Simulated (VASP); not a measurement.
# BP (I-4m2) in VASP: further runs

The runs below take BP through single point, with LDA.

Program: VASP 6.6.1. These are calculated values, not measurements. Logs are shortened: lines on timing, memory, paths and dates and some standing lists are left out, and cuts for length are marked.

### 1 The cell of the first run

The structure is tetragonal, space group I-4m2 (No. 119). Conventional cell: a = 3.144 Å, b = 3.144 Å, c = 4.512 Å, α = 90.00°, β = 90.00°, γ = 90.00°. Within 2.6 Å of B (site symmetry -4m2) lie 4 P at 1.93 Å. Within 2.6 Å of P (site symmetry -4m2) lie 4 B at 1.93 Å.

### 2 Single point, LDA (in-plane strain -0.01, then relaxed in part)

Input file INCAR:

```
PREC     = Accurate       # precision mode
ENCUT    = 520            # plane-wave cutoff, eV
EDIFF    = 1E-7           # SCF threshold, eV
ISMEAR   = 0              # smearing method
SIGMA    = 0.01           # smearing width, eV
LREAL    = False          # projectors in reciprocal space
LASPH    = True           # aspherical terms in the spheres
NELM     = 100            # most SCF steps
ALGO     = Normal         # electronic algorithm
ISIF     = 2              # what is computed and relaxed
LWAVE    = False          # write WAVECAR
LCHARG   = True           # write CHGCAR
GGA      = CA             # functional
LELF     = True           # ELF
LVHAR    = True         
NBANDS   = 11             # bands
```

Input file KPOINTS:

```
regular mesh
0
Gamma
  8 8 8
```

Input file POSCAR:

```
BP
1.0
    2.2229285147      2.2229285147      0.0000000000
   -2.2229285147      2.2229285147      0.0000000000
    0.0000000000      2.2229285147      2.2558641128
B P
1 1
Direct
    0.0000000000      0.0000000000      0.0000000000
    0.7500000000      0.2500000000      0.5000000000
```

Potentials or basis: VASP PAW LDA potentials, release 64 (B, P).

The run is started by

```
$ cat potpaw_LDA.64/B/POTCAR potpaw_LDA.64/P/POTCAR > POTCAR
$ mpirun -np 1 vasp_std > vasp.out
```

OUTCAR:

```text
PREC = Accurate
   ENCUT = 520
   EDIFF = 1E-7
   ISMEAR = 0
   LREAL = False
   LASPH = True
   NELM = 100
   ISIF = 2
   GGA = CA

 ion  position               nearest neighbor table
   1  0.000  0.000  0.000-   2 1.93   2 1.93   2 1.93   2 1.93
   2  0.750  0.250  0.500-   1 1.93   1 1.93   1 1.93   1 1.93

  LATTYP: Found a body centered tetragonal cell.
 ALAT       =     3.1436956537
 C/A-ratio  =     1.4351669890

  Lattice vectors:

 A1 = (   2.2229285147,   0.0000000000,  -2.2558641128)
 A2 = (  -2.2229285147,   0.0000000000,  -2.2558641128)
 A3 = (   0.0000000000,   2.2229285147,   2.2558641128)

Analysis of symmetry for initial positions (statically):
=====================================================================
 Subroutine PRICEL returns:
 Original cell was already a primitive cell.

 Routine SETGRP: Setting up the symmetry group for a
 body centered tetragonal supercell.

 Subroutine GETGRP returns: Found  8 space group operations
 (whereof  8 operations were pure point group operations)
 out of a pool of 16 trial point group operations.

The static configuration has the point symmetry D_2d.

Analysis of symmetry for dynamics (positions and initial velocities):
=====================================================================
 Subroutine PRICEL returns:
 Original cell was already a primitive cell.

 Routine SETGRP: Setting up the symmetry group for a
 body centered tetragonal supercell.

 Subroutine GETGRP returns: Found  8 space group operations
 (whereof  8 operations were pure point group operations)
 out of a pool of 16 trial point group operations.

The dynamic configuration has the point symmetry D_2d.

 Subroutine INISYM returns: Found  8 space group operations
 (whereof  8 operations are pure point group operations),
 and found     1 'primitive' translations

----------------------------------------------------------------------------------------

                                     Primitive cell

  volume of cell :      22.2943

  direct lattice vectors                    reciprocal lattice vectors
     2.222928515  2.222928515  0.000000000     0.224928511  0.224928511 -0.221644556
    -2.222928515  2.222928515  0.000000000    -0.224928511  0.224928511 -0.221644556
     0.000000000  2.222928515  2.255864113     0.000000000  0.000000000  0.443289112

  length of vectors
     3.143695654  3.143695654  3.167070267     0.387700889  0.387700889  0.443289112

  position of ions in fractional coordinates (direct lattice)
     0.000000000  0.000000000  0.000000000
     0.750000000  0.250000000  0.500000000

[... 85 lines left out ...]
   TEBEG  =    0.0;   TEEND  =   0.0 temperature during run
   PSTRESS=    0.0 pullay stress
   NELECT =       8.0000    total number of electrons
   NUPDOWN=      -1.0000    fix difference up-down
   EMIN   =  10.00;   EMAX   =-10.00  energy-range for DOS
   EFERMI =   0.00;   METHOD = LEGACY
   ISMEAR =     0;   SIGMA  =   0.01  broadening in eV -4-tet -1-fermi 0-gaus
   EFERMI_NEDOS =   21; number of points for ismear=-14 and -15
   IALGO  =     38    algorithm
   IMIX   =      4    mixing-type and parameters
     AMIX     =   0.40;   BMIX     =  1.00
     AMIX_MAG =   1.60;   BMIX_MAG =  1.00
  volume/ion in A,a.u.               =      11.15        75.22
  Fermi-wavevector in a.u.,A,eV,Ry     =   1.163341  2.198395 18.413596  1.353361
  Thomas-Fermi vector in A             =   2.299891
   LORBIT       =      0    0 simple, 1 ext, 2 COOP (PROOUT), +10 PAW based schemes
   GGA     = CA    functional components
   LHFCALC =     F    Hartree Fock is set to
   AEXX    =    0.0000 exact exchange contribution
   IVDW    =     0    specifies the selected vdW correction
   LEPSILON=     F    determine dielectric tensor
   LRPA    =     F    only Hartree local field effects (RPA)
 non-spin polarized calculation
 Gauss-broadening in eV      SIGMA  =   0.01
  energy-cutoff  :      520.00
  volume of cell :       22.29
 maximum number of plane-waves:       612
   NGX = 11   NGY = 11   NGZ = 11

 number of electron       8.0000001 magnetization

 Free energy of the ion-electron system (eV)
  ---------------------------------------------------
  ext. energy  EPLUGINS =         0.00000000
  ---------------------------------------------------
  free energy    TOTEN  =       -14.39171399 eV

  energy without entropy =      -14.39171399  energy(sigma->0) =      -14.39171399

 E-fermi :   8.1542     XC(G=0): -11.2822

 val. band max:        8.0245710380   @ k =   0.0000   0.0000   0.0000
 cond. band min:       9.0801037252   @ k =  -0.3750   0.3750   0.0000
 fundamental gap:      1.0555326872
 Fermi energy:         8.1542492468

 k-point     1 :       0.0000    0.0000    0.0000
  band No.  band energies     occupation
      1      -7.8343      2.00000
      2       7.8754      2.00000
      3       8.0246      2.00000
      4       8.0246      2.00000
      5      11.4040      0.00000
      6      11.4040      0.00000
      7      11.4840      0.00000
      8      16.0642      0.00000
      9      19.5681      0.00000
     10      20.0875      0.00000
     11      20.4982      0.00000
[... 309 lines left out ...]
 k-point    24 :       0.3750    0.0000    0.1250
  band No.  band energies     occupation
      1      -6.0212      2.00000
      2       2.1385      2.00000
      3       4.7111      2.00000
      4       6.9057      2.00000
      5      12.6568      0.00000
      6      13.0185      0.00000
      7      13.7154      0.00000
      8      17.0487      0.00000
      9      17.9825      0.00000
     10      21.4166      0.00000
     11      23.1688      0.00000

 [... further k-points ...]

------------------------ aborting loop because EDIFF is reached ----------------------------------------

  FORCE on cell =-STRESS in cart. coord.  units (eV):
  Direction    XX          YY          ZZ          XY          YZ          ZX
  --------------------------------------------------------------------------------------
  -------------------------------------------------------------------------------------
  Total        0.5610510      0.5610510     -0.0177469      0.0000000      0.0000000     -0.0000000
  in kB       40.3198572     40.3198572     -1.2753821      0.0000000      0.0000000     -0.0000000
  external PRESSURE =      26.4547774 kB  Pullay stress =       0.0000000 kB

 VOLUME and BASIS-vectors are now :
 -----------------------------------------------------------------------------
  energy-cutoff  :      520.00
  volume of cell :       22.29
      direct lattice vectors                 reciprocal lattice vectors
     2.222928515  2.222928515  0.000000000     0.224928511  0.224928511 -0.221644556
    -2.222928515  2.222928515  0.000000000    -0.224928511  0.224928511 -0.221644556
     0.000000000  2.222928515  2.255864113     0.000000000  0.000000000  0.443289112

 POSITION                                       TOTAL-FORCE (eV/Angst)
 -----------------------------------------------------------------------------------
      0.00000      0.00000      0.00000        -0.000000      0.000000      0.000000
      1.11146      3.33439      1.12793         0.000000     -0.000000      0.000000
 -----------------------------------------------------------------------------------
    total drift:                                0.000000      0.000000     -0.000000

  FREE ENERGIE OF THE ION-ELECTRON SYSTEM (eV)
  ---------------------------------------------------
  free  energy   TOTEN  =       -14.3917139936 eV

  energy  without entropy=      -14.3917139936  energy(sigma->0) =      -14.39171399
```

Run time: 9 s. Hardware: 1 thread of AMD EPYC 7R13 (Zen 3), shared host; peak memory 0.1 GiB.

What came out:

```yaml
Free_energy: -14.3917 eV
Pressure: 2.6 GPa
Band_gap_on_the_k_mesh: 1.06 eV, indirect (least direct gap 3.38 eV)
```

Stress tensor (GPa, compression positive):
```
 4.03  0.00  0.00
 0.00  4.03  0.00
 0.00  0.00 -0.13
```

Levels at points of the mesh, in eV from the valence-band top:
| k point | band 1 | band 2 | band 3 | band 4 | band 5 | band 6 | band 7 | band 8 |
| --- | --- | --- | --- | --- | --- | --- | --- | --- |
| (0.00, 0.00, 0.00) | -15.86 | -0.15 | 0.00 | 0.00 | 3.38 | 3.38 | 3.46 | 8.04 |
| (0.50, 0.00, 0.00) | -12.35 | -9.40 | -1.95 | -1.75 | 3.97 | 4.64 | 4.74 | 10.04 |
| (0.50, 0.50, 0.00) | -10.73 | -8.73 | -4.39 | -4.36 | 1.11 | 1.39 | 12.21 | 12.55 |
| (0.00, 0.00, 0.50) | -10.88 | -8.87 | -4.22 | -4.22 | 1.28 | 1.61 | 12.40 | 12.40 |

Caveat: the cell differs from its parent crystal (in-plane strain -0.01, then relaxed in part).

### 3 Single point, LDA (in-plane strain -0.01)

Input file INCAR:

```
SYSTEM = BP
PREC = Accurate ; ENCUT = 520
EDIFF = 1E-7 ; ISMEAR = 0
SIGMA = 0.01 ; LREAL = .False.
LASPH = .True. ; NELM = 100
ALGO = Normal ; ISIF = 2
LWAVE = .False. ; LCHARG = .True.
GGA = CA ; LELF = .True.
LVHAR = .True. ; NBANDS = 11
```

Input file KPOINTS:

```
regular mesh
0
Gamma
  8 8 8
  0 0 0
```

POSCAR, as its differences from that of step 2:

```diff
@@ -4,3 +4,3 @@
    -2.2229285147      2.2229285147      0.0000000000
-    0.0000000000      2.2229285147      2.2558641128
+    0.0000000000      2.2229285147      2.2588546321
 B P
```

Potentials or basis: VASP PAW LDA potentials, release 64 (B, P).

The run is started by

```
$ cat potpaw_LDA.64/B/POTCAR potpaw_LDA.64/P/POTCAR > POTCAR
$ mpirun -np 1 vasp_std > vasp.out
```

It took 8.9 s on 1 thread of AMD EPYC 7R13 (Zen 3), shared host; peak memory 0.1 GiB.

It converged, with:

| Quantity | Value |
| --- | --- |
| Free energy | -14.3917 eV |
| Pressure | 2.4 GPa |
| Band gap on the k mesh | 1.05 eV, indirect (least direct gap 3.37 eV) |

Stress tensor (GPa, compression positive):
```
 3.91  0.00  0.00
 0.00  3.91  0.00
 0.00  0.00 -0.63
```

Levels at points of the mesh, in eV from the valence-band top:
| k point | band 2 | band 3 | band 4 | band 5 | band 6 | band 7 |
| --- | --- | --- | --- | --- | --- | --- |
| (0.00, 0.00, 0.00) | -0.16 | 0.00 | 0.00 | 3.37 | 3.37 | 3.46 |
| (0.50, 0.00, 0.00) | -9.39 | -1.96 | -1.75 | 3.95 | 4.63 | 4.74 |
| (0.50, 0.50, 0.00) | -8.72 | -4.40 | -4.36 | 1.10 | 1.38 | 12.18 |
| (0.00, 0.00, 0.50) | -8.87 | -4.21 | -4.21 | 1.28 | 1.62 | 12.38 |

Caveat: the cell differs from its parent crystal (in-plane strain -0.01).
